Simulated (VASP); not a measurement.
# PbS (P4/nmm) in VASP: notebook

The runs below take PbS through relaxation of cell and atoms, relaxation of shape and atoms at fixed volume, with RPBE, PBE.

Program: VASP 6.6.1. These are calculated values, not measurements. Logs are shortened: lines on timing, memory, paths and dates and some standing lists are left out, and cuts for length are marked.

**1. The cell of the first run**

Symmetry: P4/nmm, No. 129, tetragonal system. The conventional cell has a = 4.248 Å, b = 4.248 Å, c = 6.009 Å, α = 90.00°, β = 90.00°, γ = 90.00°. Pb (site symmetry 4mm) has 6 S at 2.99 to 3.02 Å within 3.9 Å. Within 3.9 Å of S (site symmetry 4mm) lie 6 Pb at 2.99 to 3.02 Å.

**2. Relaxation of cell and atoms, RPBE**

INCAR reads:

```
PREC = Accurate
ENCUT = 600
EDIFF = 1E-6
ISMEAR = 0
SIGMA = 0.02
LREAL = F
LASPH = T
NELM = 100
ALGO = Normal
ISIF = 3
LWAVE = F
LCHARG = F
GGA = RP
IBRION = 2
NSW = 100
EDIFFG = -0.01
```

KPOINTS reads:

```
regular mesh
0
Gamma
  8 8 6
```

POSCAR reads:

```
PbS
1.0
    4.2480534138      0.0000000000      0.0000000000
    0.0000000000      4.2480534138      0.0000000000
    0.0000000000      0.0000000000      6.0090997648
Pb S
2 2
Direct
    0.5000000000      0.0000000000      0.7488913845
    0.0000000000      0.5000000000      0.2511086155
    0.5000000000      0.0000000000      0.2514106328
    0.0000000000      0.5000000000      0.7485893672
```

Potentials or basis: VASP PAW PBE potentials, release 64 (Pb_d, S).

On the command line:

```
$ cat potpaw_PBE.64/Pb_d/POTCAR potpaw_PBE.64/S/POTCAR > POTCAR
$ mpirun -np 1 vasp_std > vasp.out
```

OUTCAR:

```text
PREC = Accurate
   ENCUT = 600
   EDIFF = 1E-6
   ISMEAR = 0
   LREAL = F
   LASPH = T
   NELM = 100
   ISIF = 3
   GGA = RP
   IBRION = 2
   NSW = 100
   EDIFFG = -0.01

 ion  position               nearest neighbor table
   1  0.500  0.000  0.749-   3 2.99   4 3.00   4 3.00   4 3.00   4 3.00   3 3.02
   2  0.000  0.500  0.251-   4 2.99   3 3.00   3 3.00   3 3.00   3 3.00   4 3.02
   3  0.500  0.000  0.251-   1 2.99   2 3.00   2 3.00   2 3.00   2 3.00   1 3.02
   4  0.000  0.500  0.749-   2 2.99   1 3.00   1 3.00   1 3.00   1 3.00   2 3.02

  LATTYP: Found a simple tetragonal cell.
 ALAT       =     4.2480534138
 C/A-ratio  =     1.4145537213

  Lattice vectors:

 A1 = (   4.2480534138,   0.0000000000,   0.0000000000)
 A2 = (   0.0000000000,   4.2480534138,   0.0000000000)
 A3 = (   0.0000000000,   0.0000000000,   6.0090997648)

Analysis of symmetry for initial positions (statically):
=====================================================================
 Subroutine PRICEL returns:
 Original cell was already a primitive cell.

 Routine SETGRP: Setting up the symmetry group for a
 simple tetragonal supercell.

 Subroutine GETGRP returns: Found 16 space group operations
 (whereof  8 operations were pure point group operations)
 out of a pool of 16 trial point group operations.

The static configuration has the point symmetry D_2d.
 The point group associated with its full space group is D_4h.

Analysis of symmetry for dynamics (positions and initial velocities):
=====================================================================
 Subroutine PRICEL returns:
 Original cell was already a primitive cell.

 Routine SETGRP: Setting up the symmetry group for a
 simple tetragonal supercell.

 Subroutine GETGRP returns: Found 16 space group operations
 (whereof  8 operations were pure point group operations)
 out of a pool of 16 trial point group operations.

The dynamic configuration has the point symmetry D_2d.
 The point group associated with its full space group is D_4h.

 Subroutine INISYM returns: Found 16 space group operations
 (whereof  8 operations are pure point group operations),
 and found     1 'primitive' translations

----------------------------------------------------------------------------------------

                                     Primitive cell

  volume of cell :     108.4400

  direct lattice vectors                    reciprocal lattice vectors
     4.248053414  0.000000000  0.000000000     0.235401937  0.000000000  0.000000000
     0.000000000  4.248053414  0.000000000     0.000000000  0.235401937  0.000000000
     0.000000000  0.000000000  6.009099765     0.000000000  0.000000000  0.166414278

  length of vectors
     4.248053414  4.248053414  6.009099765     0.235401937  0.235401937  0.166414278

  position of ions in fractional coordinates (direct lattice)
     0.500000000  0.000000000  0.748891384
     0.000000000  0.500000000  0.251108616
     0.500000000  0.000000000  0.251410633
     0.000000000  0.500000000  0.748589367

  ion indices of the primitive-cell ions
   primitive index   ion index
                 1           1
                 2           2
                 3           3
                 4           4

----------------------------------------------------------------------------------------

 KPOINTS: regular mesh

Automatic generation of k-mesh.
 Grid dimensions read from file:
 generate k-points for:    8    8    6

 Generating k-lattice:

  Cartesian coordinates                     Fractional coordinates (reciprocal lattice)
     0.029425242  0.000000000  0.000000000     0.125000000  0.000000000  0.000000000
     0.000000000  0.029425242  0.000000000     0.000000000  0.125000000  0.000000000
     0.000000000  0.000000000  0.027735713     0.000000000  0.000000000  0.166666667

  Length of vectors
     0.029425242  0.029425242  0.027735713

  Shift w.r.t. Gamma in fractional coordinates (k-lattice)
     0.000000000  0.000000000  0.000000000

 Subroutine IBZKPT returns following result:
 ===========================================

 Found     60 irreducible k-points:

 Following reciprocal coordinates:
            Coordinates               Weight
  0.000000  0.000000  0.000000      1.000000
  0.125000  0.000000  0.000000      4.000000
  0.250000  0.000000  0.000000      4.000000
  0.375000  0.000000  0.000000      4.000000
  0.500000  0.000000  0.000000      2.000000
  0.125000  0.125000  0.000000      4.000000
[... 16 lines left out ...]
  0.375000  0.125000  0.166667     16.000000
  0.500000  0.125000  0.166667      8.000000
 [... further k-points ...]
   k-points           NKPTS =     60   k-points in BZ     NKDIM =     60   number of bands    NBANDS=     24
   number of dos      NEDOS =    301   number of ions     NIONS =      4
   total plane-waves  NPLWV =  62208
   dimension x,y,z NGX =    36 NGY =   36 NGZ =   48
   dimension x,y,z NGXF=    72 NGYF=   72 NGZF=   96
   ions per type =               2   2
   NGX,Y,Z   is equivalent  to a cutoff of  14.09, 14.09, 13.28 a.u.
   NGXF,Y,Z  is equivalent  to a cutoff of  28.18, 28.18, 26.56 a.u.
 SYSTEM =  unknown system
   PREC   = accura    normal or accurate (medium, high low for compatibility)
   ISTART =      0    job   : 0-new  1-cont  2-samecut
   ICHARG =      2    charge: 1-file 2-atom 10-const
   ISPIN  =      1    spin polarized calculation?
   LNONCOLLINEAR =      F non collinear calculations
   LSORBIT =      F    spin-orbit coupling
   LASPH  =      T    aspherical Exc in radial PAW
   ENCUT  =  600.0 eV  44.10 Ry    6.64 a.u.   8.48  8.48 12.00*2*pi/ulx,y,z
   NELM   =    100;   NELMIN=  2; NELMDL= -5     # of ELM steps
   EDIFF  = 0.1E-05   stopping-criterion for ELM
   LREAL  =      F    real-space projection
   EDIFFG = -.1E-01   stopping-criterion for IOM
   NSW    =    100    number of steps for IOM
   IBRION =      2    ionic relax: 0-MD 1-quasi-New 2-CG
   NFREE  =      1    steps in history (QN), initial steepest desc. (CG)
   ISIF   =      3    stress and relaxation
   ISYM   =      2    0-nonsym 1-usesym 2-fastsym
   POTIM  = 0.5000    time-step for ionic-motion
   TEBEG  =    0.0;   TEEND  =   0.0 temperature during run
   PSTRESS=    0.0 pullay stress
   NELECT =      40.0000    total number of electrons
   NUPDOWN=      -1.0000    fix difference up-down
   EMIN   =  10.00;   EMAX   =-10.00  energy-range for DOS
   EFERMI =   0.00;   METHOD = LEGACY
   ISMEAR =     0;   SIGMA  =   0.02  broadening in eV -4-tet -1-fermi 0-gaus
   EFERMI_NEDOS =   21; number of points for ismear=-14 and -15
   IALGO  =     38    algorithm
   IMIX   =      4    mixing-type and parameters
     AMIX     =   0.40;   BMIX     =  1.00
     AMIX_MAG =   1.60;   BMIX_MAG =  1.00
  volume/ion in A,a.u.               =      27.11       182.95
  Fermi-wavevector in a.u.,A,eV,Ry     =   1.174082  2.218693 18.755199  1.378468
  Thomas-Fermi vector in A             =   2.310485
   LORBIT       =      0    0 simple, 1 ext, 2 COOP (PROOUT), +10 PAW based schemes
   GGA     = RP    functional components
   LHFCALC =     F    Hartree Fock is set to
   AEXX    =    0.0000 exact exchange contribution
   IVDW    =     0    specifies the selected vdW correction
   LEPSILON=     F    determine dielectric tensor
   LRPA    =     F    only Hartree local field effects (RPA)
 conjugate gradient relaxation of ions
 non-spin polarized calculation
 Gauss-broadening in eV      SIGMA  =   0.02
  energy-cutoff  :      600.00
  volume of cell :      108.44
 maximum number of plane-waves:      3648
 NGX is ok and might be reduce to    36
   NGX = 17   NGY = 17   NGZ = 25

--------------------------------------- Ionic step        1  -------------------------------------------

 number of electron      39.9999997 magnetization

 Free energy of the ion-electron system (eV)
  ---------------------------------------------------
  ext. energy  EPLUGINS =         0.00000000
  ---------------------------------------------------
  free energy    TOTEN  =       -16.19633956 eV

  energy without entropy =      -16.19633956  energy(sigma->0) =      -16.19633956

------------------------ aborting loop because EDIFF is reached ----------------------------------------

  FORCE on cell =-STRESS in cart. coord.  units (eV):
  Direction    XX          YY          ZZ          XY          YZ          ZX
  --------------------------------------------------------------------------------------
  -------------------------------------------------------------------------------------
  Total        1.2626535      1.2626535      1.2657386      0.0000000     -0.0000000      0.0000000
  in kB       18.6554359     18.6554359     18.7010186      0.0000000     -0.0000000      0.0000000
  external PRESSURE =      18.6706301 kB  Pullay stress =       0.0000000 kB
[... 61 lines left out ...]
  energy  without entropy=      -16.2175345582  energy(sigma->0) =      -16.21753456

--------------------------------------- Ionic step        3  -------------------------------------------

 number of electron      40.0000005 magnetization

 Free energy of the ion-electron system (eV)
  ---------------------------------------------------
  ext. energy  EPLUGINS =         0.00000000
  ---------------------------------------------------
  free energy    TOTEN  =       -16.21890924 eV

  energy without entropy =      -16.21890924  energy(sigma->0) =      -16.21890924

 E-fermi :   5.0693     XC(G=0):  -9.1551

 val. band max:        4.9355603986   @ k =   0.5000   0.0000   0.5000
 cond. band min:       5.6497408852   @ k =   0.5000   0.0000   0.5000
 fundamental gap:      0.7141804865
 Fermi energy:         5.0693478099

 k-point     1 :       0.0000    0.0000    0.0000
  band No.  band energies     occupation
      1     -11.8774      2.00000
      2     -11.8170      2.00000
      3     -11.7995      2.00000
      4     -11.7995      2.00000
      5     -11.7994      2.00000
      6     -11.7771      2.00000
[... 637 lines left out ...]
     23       8.1670      0.00000
     24       8.1670      0.00000

 [... further k-points ...]

------------------------ aborting loop because EDIFF is reached ----------------------------------------

  FORCE on cell =-STRESS in cart. coord.  units (eV):
  Direction    XX          YY          ZZ          XY          YZ          ZX
  --------------------------------------------------------------------------------------
  -------------------------------------------------------------------------------------
  Total        0.0037559      0.0037559      0.0047697      0.0000000     -0.0000000      0.0000000
  in kB        0.0535205      0.0535205      0.0679657      0.0000000     -0.0000000      0.0000000
  external PRESSURE =       0.0583356 kB  Pullay stress =       0.0000000 kB
[... 19 lines left out ...]
  FREE ENERGIE OF THE ION-ELECTRON SYSTEM (eV)
  ---------------------------------------------------
  free  energy   TOTEN  =       -16.2189092427 eV

  energy  without entropy=      -16.2189092427  energy(sigma->0) =      -16.21890924

 reached required accuracy - stopping structural energy minimisation
```

Wall time 2.8 min (1 thread of Intel Xeon 6975P-C (Granite Rapids), shared host); peak memory 0.35 GiB.

Results:

```
Free energy                           : -16.2189 eV
Relaxed volume                        : 28.11 Å³/atom
Relaxed cell                          : a = 4.300 Å, b = 4.300 Å, c = 6.082 Å, α = 90.00°, β = 90.00°, γ = 90.00°
Space group after relaxing (to 0.1 Å) : Fm-3m (No. 225)
Energy gained by relaxing             : 5.6 meV/atom
Ionic steps                           : 3
Pressure after relaxing               : 0.0 GPa
Band gap on the k mesh                : 0.71 eV
```

Step by step:
```tsv
step	energy change (eV)	largest force (eV/Å)	pressure (GPa)	volume (Å³)
1	0.0000	0.0089	1.87	108.44
2	-0.0212	0.0014	-0.43	113.47
3	-0.0226	0.0017	0.01	112.44
```

Final structure:
```xyz
4
Lattice="4.2996 0.0000 0.0000 0.0000 4.2996 0.0000 0.0000 0.0000 6.0822" Properties=species:S:1:pos:R:3 pbc="T T T"
Pb    2.1498    4.2996    4.5552
Pb    0.0000    2.1498    1.5269
S     2.1498    0.0000    1.5288
S     0.0000    2.1498    4.5533
```

Caveat: the PAW data sets were made with another functional, which shifts forces and pressure a little; spin-orbit coupling is left out, which moves the levels of the heavy elements. A k mesh can miss the band edges.

**3. Relaxation of shape and atoms at fixed volume, PBE (27.92 Å³/atom)**

This run uses another cell than the first one, of 27.92 Å³/atom.

INCAR reads:

```
SYSTEM = PbS
PREC     = Accurate       ! precision mode
ENCUT    = 600            ! plane-wave cutoff, eV
EDIFF    = 1E-6           ! SCF threshold, eV
ISMEAR   = 0              ! smearing method
SIGMA    = 0.02           ! smearing width, eV
LREAL    = .FALSE.        ! projectors in reciprocal space
LASPH    = .TRUE.         ! aspherical terms in the spheres
NELM     = 100            ! most SCF steps
ALGO     = Normal         ! electronic algorithm
ISIF     = 4              ! what is computed and relaxed
LWAVE    = .FALSE.        ! write WAVECAR
LCHARG   = .FALSE.        ! write CHGCAR
GGA      = PE             ! functional
IBRION   = 2              ! ionic algorithm
NSW      = 50             ! ionic steps
EDIFFG   = -0.01          ! ionic threshold
```

KPOINTS reads:

```
Automatic mesh
0
G
  8 8 6
  0 0 0
```

POSCAR reads:

```
PbS
1.0
    4.2901160841      0.0000000000      0.0000000000
    0.0000000000      4.2901160841      0.0000000000
    0.0000000000      0.0000000000      6.0685996716
Pb S
2 2
Direct
    0.5000000000      0.0000000000      0.7488913845
    0.0000000000      0.5000000000      0.2511086155
    0.5000000000      0.0000000000      0.2514106328
    0.0000000000      0.5000000000      0.7485893672
```

Potentials or basis: VASP PAW PBE potentials, release 64 (Pb_d, S).

On the command line:

```
$ cat potpaw_PBE.64/Pb_d/POTCAR potpaw_PBE.64/S/POTCAR > POTCAR
$ mpirun -np 1 vasp_std > vasp.out
```

Wall time 61 s (1 thread of Intel Xeon 6975P-C (Granite Rapids), shared host); peak memory 0.34 GiB.

Results (log left out):

| Property | Result |
| --- | --- |
| Free energy | -17.5244 eV |
| Pressure after relaxing | -1.5 GPa |
| Band gap on the k mesh | 0.59 eV |

Final structure:
```cif
data_structure
_symmetry_space_group_name_H-M 'P 1'
_symmetry_Int_Tables_number 1
_cell_length_a 4.2901
_cell_length_b 4.2901
_cell_length_c 6.0686
_cell_angle_alpha 90.000
_cell_angle_beta 90.000
_cell_angle_gamma 90.000
_cell_volume 111.69
loop_
_atom_site_label
_atom_site_type_symbol
_atom_site_fract_x
_atom_site_fract_y
_atom_site_fract_z
_atom_site_occupancy
Pb1 Pb 0.50000 0.00000 0.74889 1
Pb2 Pb 0.00000 0.50000 0.25111 1
S1 S 0.50000 0.00000 0.25141 1
S2 S 0.00000 0.50000 0.74859 1
```

Levels at points of the mesh, in eV from the valence-band top:
| k point | band 18 | band 19 | band 20 | band 21 | band 22 | band 23 |
| --- | --- | --- | --- | --- | --- | --- |
| (0.00, 0.00, 0.00) | -1.78 | -1.78 | -1.78 | 4.22 | 5.07 | 5.07 |
| (0.50, 0.00, 0.00) | -1.54 | -0.66 | -0.66 | 1.56 | 1.56 | 2.57 |
| (0.50, 0.50, 0.00) | -2.95 | -2.95 | -2.95 | 4.22 | 4.22 | 5.41 |
| (0.00, 0.00, 0.50) | -2.37 | -1.48 | -1.42 | 2.44 | 2.54 | 4.85 |
| (0.50, 0.00, 0.50) | -1.44 | 0.00 | 0.00 | 0.59 | 0.59 | 2.16 |
| (0.50, 0.50, 0.50) | -3.84 | -0.82 | -0.82 | 2.29 | 2.29 | 4.68 |

Caveat: spin-orbit coupling is left out, which moves the levels of the heavy elements.
